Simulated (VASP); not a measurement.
A run of VASP 6.6.1 is set up as follows.

Contents of INCAR:

```
SYSTEM = EuO
ALGO = Normal
EDIFF = 1E-6
ENCUT = 600
GGA = PE
GGA_COMPAT = .False.
ISIF = 2
ISMEAR = -1
ISPIN = 2
LASPH = .True.
LCHARG = .False.
LDAU = .True.
LDAUJ = 0 0
LDAUL = 3 -1
LDAUPRINT = 1
LDAUTYPE = 2
LDAUU = 3 0
LMAXMIX = 6
LORBIT = 11
LREAL = .False.
LWAVE = .False.
MAGMOM = 4.9 0
NBANDS = 22
NELM = 200
PREC = Accurate
SIGMA = 0.1
```

KPOINTS

```
k-points
0
Gamma
  4 4 4
  0 0 0
```

The input POSCAR:

```
EuO
1.0
    0.0000000000      2.5719500000      2.5719500000
    2.5719500000      0.0000000000      2.5719500000
    2.5719500000      2.5719500000      0.0000000000
Eu O
1 1
Direct
    0.0000000000      0.0000000000      0.0000000000
    0.5000000000      0.5000000000      0.5000000000
```

Potentials or basis: VASP PAW PBE potentials, release 64 (Eu, O).

Launch:

```console
$ cat potpaw_PBE.64/Eu/POTCAR potpaw_PBE.64/O/POTCAR > POTCAR
$ mpirun -np 1 vasp_std > vasp.out
```

Task: Predict the pressure.

Result: -1.5 GPa.

Task: Predict the band gap on the k mesh.

Result: Zero (filled and empty bands overlap).

Task: What does it give for the site moments?

Result: Eu +6.65; O -0.09 μB.

Eigenvalues of the final occupation matrices:
```csv
site,spin,trace,eigenvalues
site 1 f,1,6.71,0.94 0.95 0.95 0.95 0.97 0.97 0.97
site 1 f,2,0.02,0.00 0.00 0.00 0.00 0.01 0.01 0.01
```

Caveat: the k points lie up to 0.53 Å⁻¹ apart; spin-orbit coupling is left out, which moves the levels of the heavy elements; a cell with one magnetic atom can't hold antiferromagnetic order, which such compounds often take. The state reached can hang on the start; a lower one may exist.
